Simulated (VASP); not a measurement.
# Sn (Fd-3m) in VASP: single point with PBEsol

Aim: the single point of Sn with PBEsol.

Everything below comes from runs of VASP 6.6.1. Logs are shortened: lines on timing, memory, paths and dates and some standing lists are left out, and cuts for length are marked.

**1. The cell of the first run**

Symmetry: Fd-3m, No. 227, cubic system. The conventional cell has a = 6.893 Å, b = 6.893 Å, c = 6.893 Å, α = 90.00°, β = 90.00°, γ = 90.00°. Sn (site symmetry -43m) has 4 Sn at 2.98 Å within 3.9 Å.

This isn't the form of Sn at room conditions, which is tetragonal (white tin).

**2. Single point, PBEsol (Pb replaced by Sn, lengths x 0.971, strained)**

Input file INCAR:

```
SYSTEM = Sn
PREC = Accurate
ENCUT = 520
EDIFF = 1E-6
ISMEAR = 0
SIGMA = 0.1
LREAL = .False.
LASPH = .True.
NELM = 60
ALGO = Normal
ISIF = 2
LWAVE = .False.
LCHARG = .False.
GGA = PS
NBANDS = 21
```

Input file KPOINTS:

```
Automatic mesh
0
Gamma
  10 10 10
  0 0 0
```

Input file POSCAR:

```
Sn
1.0
    0.0000000000      3.4463509417      3.4463509417
    3.4463509417      0.0000000000      3.4463509417
    3.4463509417      3.4463509417      0.0000000000
Sn
2
Direct
    0.5000000000      0.5000000000      0.5000000000
    0.7500000000      0.7500000000      0.7500000000
```

Potentials or basis: VASP PAW PBE potentials, release 64 (Sn_d).

Run with:

```sh
> cat potpaw_PBE.64/Sn_d/POTCAR > POTCAR
> mpirun -np 1 vasp_std > vasp.out
```

OUTCAR:

```text
SYSTEM = Sn
   PREC = Accurate
   ENCUT = 520
   EDIFF = 1E-6
   ISMEAR = 0
   LREAL = .False.
   LASPH = .True.
   NELM = 60
   ISIF = 2
   GGA = PS

 ion  position               nearest neighbor table
   1  0.500  0.500  0.500-   2 2.98   2 2.98   2 2.98   2 2.98
   2  0.750  0.750  0.750-   1 2.98   1 2.98   1 2.98   1 2.98

  LATTYP: Found a face centered cubic cell.
 ALAT       =     6.8927018834

  Lattice vectors:

 A1 = (   0.0000000000,   3.4463509417,   3.4463509417)
 A2 = (   3.4463509417,   0.0000000000,   3.4463509417)
 A3 = (   3.4463509417,   3.4463509417,   0.0000000000)

Analysis of symmetry for initial positions (statically):
=====================================================================
 Subroutine PRICEL returns:
 Original cell was already a primitive cell.

 Routine SETGRP: Setting up the symmetry group for a
 face centered cubic supercell.

 Subroutine GETGRP returns: Found 48 space group operations
 (whereof 24 operations were pure point group operations)
 out of a pool of 48 trial point group operations.

The static configuration has the point symmetry T_d .
 The point group associated with its full space group is O_h .

Analysis of symmetry for dynamics (positions and initial velocities):
=====================================================================
 Subroutine PRICEL returns:
 Original cell was already a primitive cell.

 Routine SETGRP: Setting up the symmetry group for a
 face centered cubic supercell.

 Subroutine GETGRP returns: Found 48 space group operations
 (whereof 24 operations were pure point group operations)
 out of a pool of 48 trial point group operations.

The dynamic configuration has the point symmetry T_d .
 The point group associated with its full space group is O_h .

 Subroutine INISYM returns: Found 48 space group operations
 (whereof 24 operations are pure point group operations),
 and found     1 'primitive' translations

----------------------------------------------------------------------------------------

                                     Primitive cell

  volume of cell :      81.8669

  direct lattice vectors                    reciprocal lattice vectors
     0.000000000  3.446350942  3.446350942    -0.145080988  0.145080988  0.145080988
     3.446350942  0.000000000  3.446350942     0.145080988 -0.145080988  0.145080988
     3.446350942  3.446350942  0.000000000     0.145080988  0.145080988 -0.145080988

  length of vectors
     4.873876242  4.873876242  4.873876242     0.251287643  0.251287643  0.251287643

  position of ions in fractional coordinates (direct lattice)
     0.500000000  0.500000000  0.500000000
     0.750000000  0.750000000  0.750000000

  ion indices of the primitive-cell ions
   primitive index   ion index
                 1           1
                 2           2

----------------------------------------------------------------------------------------

 KPOINTS: Automatic mesh

Automatic generation of k-mesh.
 Grid dimensions read from file:
 generate k-points for:   10   10   10

 Generating k-lattice:

  Cartesian coordinates                     Fractional coordinates (reciprocal lattice)
    -0.014508099  0.014508099  0.014508099     0.100000000  0.000000000  0.000000000
     0.014508099 -0.014508099  0.014508099     0.000000000  0.100000000  0.000000000
     0.014508099  0.014508099 -0.014508099     0.000000000  0.000000000  0.100000000

  Length of vectors
     0.025128764  0.025128764  0.025128764

  Shift w.r.t. Gamma in fractional coordinates (k-lattice)
     0.000000000  0.000000000  0.000000000

 Subroutine IBZKPT returns following result:
 ===========================================

 Found     47 irreducible k-points:

 Following reciprocal coordinates:
            Coordinates               Weight
  0.000000  0.000000  0.000000      1.000000
  0.100000  0.000000  0.000000      8.000000
  0.200000  0.000000  0.000000      8.000000
  0.300000  0.000000  0.000000      8.000000
  0.400000  0.000000  0.000000      8.000000
  0.500000  0.000000  0.000000      4.000000
[... 16 lines left out ...]
  0.300000  0.300000  0.000000      6.000000
  0.400000  0.300000  0.000000     24.000000
 [... further k-points ...]
   k-points           NKPTS =     47   k-points in BZ     NKDIM =     47   number of bands    NBANDS=     21
   number of dos      NEDOS =    301   number of ions     NIONS =      2
   total plane-waves  NPLWV =  46656
   dimension x,y,z NGX =    36 NGY =   36 NGZ =   36
   dimension x,y,z NGXF=    72 NGYF=   72 NGZF=   72
   ions per type =               2
   NGX,Y,Z   is equivalent  to a cutoff of  12.28, 12.28, 12.28 a.u.
   NGXF,Y,Z  is equivalent  to a cutoff of  24.56, 24.56, 24.56 a.u.
 SYSTEM =  Sn
   PREC   = accura    normal or accurate (medium, high low for compatibility)
   ISTART =      0    job   : 0-new  1-cont  2-samecut
   ICHARG =      2    charge: 1-file 2-atom 10-const
   ISPIN  =      1    spin polarized calculation?
   LNONCOLLINEAR =      F non collinear calculations
   LSORBIT =      F    spin-orbit coupling
   LASPH  =      T    aspherical Exc in radial PAW
   ENCUT  =  520.0 eV  38.22 Ry    6.18 a.u.   9.06  9.06  9.06*2*pi/ulx,y,z
   NELM   =     60;   NELMIN=  2; NELMDL= -5     # of ELM steps
   EDIFF  = 0.1E-05   stopping-criterion for ELM
   LREAL  =      F    real-space projection
   EDIFFG = 0.1E-04   stopping-criterion for IOM
   NSW    =      0    number of steps for IOM
   IBRION =     -1    ionic relax: 0-MD 1-quasi-New 2-CG
   NFREE  =      0    steps in history (QN), initial steepest desc. (CG)
   ISIF   =      2    stress and relaxation
   ISYM   =      2    0-nonsym 1-usesym 2-fastsym
   POTIM  = 0.5000    time-step for ionic-motion
   TEBEG  =    0.0;   TEEND  =   0.0 temperature during run
   PSTRESS=    0.0 pullay stress
   NELECT =      28.0000    total number of electrons
   NUPDOWN=      -1.0000    fix difference up-down
   EMIN   =  10.00;   EMAX   =-10.00  energy-range for DOS
   EFERMI =   0.00;   METHOD = LEGACY
   ISMEAR =     0;   SIGMA  =   0.10  broadening in eV -4-tet -1-fermi 0-gaus
   EFERMI_NEDOS =   21; number of points for ismear=-14 and -15
   IALGO  =     38    algorithm
   IMIX   =      4    mixing-type and parameters
     AMIX     =   0.40;   BMIX     =  1.00
     AMIX_MAG =   1.60;   BMIX_MAG =  1.00
  volume/ion in A,a.u.               =      40.93       276.23
  Fermi-wavevector in a.u.,A,eV,Ry     =   1.144875  2.163500 17.833678  1.310738
  Thomas-Fermi vector in A             =   2.281565
   LORBIT       =      0    0 simple, 1 ext, 2 COOP (PROOUT), +10 PAW based schemes
   GGA     = PS    functional components
   LHFCALC =     F    Hartree Fock is set to
   AEXX    =    0.0000 exact exchange contribution
   IVDW    =     0    specifies the selected vdW correction
   LEPSILON=     F    determine dielectric tensor
   LRPA    =     F    only Hartree local field effects (RPA)
 non-spin polarized calculation
 Gauss-broadening in eV      SIGMA  =   0.10
  energy-cutoff  :      520.00
  volume of cell :       81.87
 maximum number of plane-waves:      2229
   NGX = 19   NGY = 19   NGZ = 19

 number of electron      27.9999980 magnetization

 Free energy of the ion-electron system (eV)
  ---------------------------------------------------
  ext. energy  EPLUGINS =         0.00000000
  ---------------------------------------------------
  free energy    TOTEN  =        -8.27098810 eV

  energy without entropy =       -8.26903530  energy(sigma->0) =       -8.27001170

 E-fermi :   3.6812     XC(G=0):  -8.3025

 val. band max:        3.6779158230   @ k =  -0.1000   0.1000   0.0000
 cond. band min:       3.7038618617   @ k =   0.1000   0.0000   0.0000
 fundamental gap:      0.0259460387
 Fermi energy:         3.6811930556

 k-point     1 :       0.0000    0.0000    0.0000
  band No.  band energies     occupation
      1     -17.5789      2.00000
      2     -17.5789      2.00000
      3     -17.5789      2.00000
      4     -17.5400      2.00000
      5     -17.5400      2.00000
      6     -17.3539      2.00000
[... 13 lines left out ...]
     20      11.3057      0.00000
     21      11.3057      0.00000

 k-point     2 :       0.1000    0.0000    0.0000
  band No.  band energies     occupation
      1     -17.5832      2.00000
      2     -17.5832      2.00000
      3     -17.5772      2.00000
      4     -17.5339      2.00000
      5     -17.5339      2.00000
      6     -17.3651      2.00000
[... 13 lines left out ...]
     20      10.7553      0.00000
     21      10.7553      0.00000

 k-point     3 :       0.2000    0.0000    0.0000
  band No.  band energies     occupation
      1     -17.5908      2.00000
      2     -17.5908      2.00000
      3     -17.5728      2.00000
      4     -17.5223      2.00000
      5     -17.5223      2.00000
      6     -17.3774      2.00000
[... 13 lines left out ...]
     20      10.3967      0.00000
     21      10.3967      0.00000

 k-point     4 :       0.3000    0.0000    0.0000
  band No.  band energies     occupation
      1     -17.5968      2.00000
      2     -17.5968      2.00000
      3     -17.5670      2.00000
      4     -17.5118      2.00000
      5     -17.5118      2.00000
      6     -17.3868      2.00000
[... 13 lines left out ...]
     20      10.5718      0.00000
     21      10.5718      0.00000

 k-point     5 :       0.4000    0.0000    0.0000
  band No.  band energies     occupation
      1     -17.6002      2.00000
      2     -17.6002      2.00000
      3     -17.5621      2.00000
      4     -17.5053      2.00000
      5     -17.5053      2.00000
      6     -17.3923      2.00000
[... 13 lines left out ...]
     20      11.2705      0.00000
     21      11.2705      0.00000
[... 382 lines left out ...]
     20      10.6645      0.00000
     21      11.9984      0.00000

 k-point    22 :      -0.2000    0.2000    0.0000
  band No.  band energies     occupation
      1     -17.6050      2.00000
      2     -17.6032      2.00000
      3     -17.5530      2.00000
      4     -17.5122      2.00000
      5     -17.4950      2.00000
      6     -17.4058      2.00000
[... 13 lines left out ...]
     20      10.9152      0.00000
     21      11.2908      0.00000

 k-point    23 :       0.3000    0.3000    0.0000
  band No.  band energies     occupation
      1     -17.6011      2.00000
      2     -17.6011      2.00000
      3     -17.5713      2.00000
      4     -17.5009      2.00000
      5     -17.4664      2.00000
      6     -17.4485      2.00000
[... 13 lines left out ...]
     20      11.7811      0.00000
     21      12.2496      0.00000

 k-point    24 :       0.4000    0.3000    0.0000
  band No.  band energies     occupation
      1     -17.6092      2.00000
      2     -17.6054      2.00000
      3     -17.5570      2.00000
      4     -17.4882      2.00000
      5     -17.4640      2.00000
      6     -17.4515      2.00000
[... 13 lines left out ...]
     20      12.1295      0.00000
     21      12.6218      0.00000

 [... further k-points ...]

------------------------ aborting loop because EDIFF is reached ----------------------------------------

  FORCE on cell =-STRESS in cart. coord.  units (eV):
  Direction    XX          YY          ZZ          XY          YZ          ZX
  --------------------------------------------------------------------------------------
  -------------------------------------------------------------------------------------
  Total       -2.2936158     -2.2936158     -2.2936158      0.0000000      0.0000000      0.0000000
  in kB      -44.8872255    -44.8872255    -44.8872255      0.0000000      0.0000000      0.0000000
  external PRESSURE =     -44.8872255 kB  Pullay stress =       0.0000000 kB

 VOLUME and BASIS-vectors are now :
 -----------------------------------------------------------------------------
  energy-cutoff  :      520.00
  volume of cell :       81.87
      direct lattice vectors                 reciprocal lattice vectors
     0.000000000  3.446350942  3.446350942    -0.145080988  0.145080988  0.145080988
     3.446350942  0.000000000  3.446350942     0.145080988 -0.145080988  0.145080988
     3.446350942  3.446350942  0.000000000     0.145080988  0.145080988 -0.145080988

 POSITION                                       TOTAL-FORCE (eV/Angst)
 -----------------------------------------------------------------------------------
      3.44635      3.44635      3.44635        -0.000000     -0.000000     -0.000000
      5.16953      5.16953      5.16953         0.000000      0.000000      0.000000
 -----------------------------------------------------------------------------------
    total drift:                                0.000000      0.000000      0.000000

  FREE ENERGIE OF THE ION-ELECTRON SYSTEM (eV)
  ---------------------------------------------------
  free  energy   TOTEN  =        -8.2709880982 eV

  energy  without entropy=       -8.2690353050  energy(sigma->0) =       -8.27001170
```

It took 65 s on 1 thread of Intel Xeon 8259CL, shared host; peak memory 0.23 GiB.

What came out:

```
Free energy            : -8.2710 eV
Pressure               : -4.5 GPa
Band gap on the k mesh : zero (bands 14 and 15 overlap by 0.44 eV)
```

Levels at points of the mesh, in eV from the Fermi level:
```
           k point  band 11  band 12  band 13  band 14  band 15  band 16  band 17  band 18
(0.00, 0.00, 0.00)    -9.47    -1.79     0.17     0.17     0.17     2.18     2.18     2.18
(0.50, 0.00, 0.00)    -8.17    -5.70    -0.79    -0.79    -0.27     3.18     3.18     5.64
(0.50, 0.50, 0.00)    -6.93    -6.93    -1.86    -1.86     0.99     0.99     6.67     6.67
```

Caveat: the cell differs from its parent crystal (Pb replaced by Sn, lengths x 0.971, strained); the cell stands under tension; the PAW data sets were made with another functional, which shifts forces and pressure a little; spin-orbit coupling is left out, which moves the levels of the heavy elements.
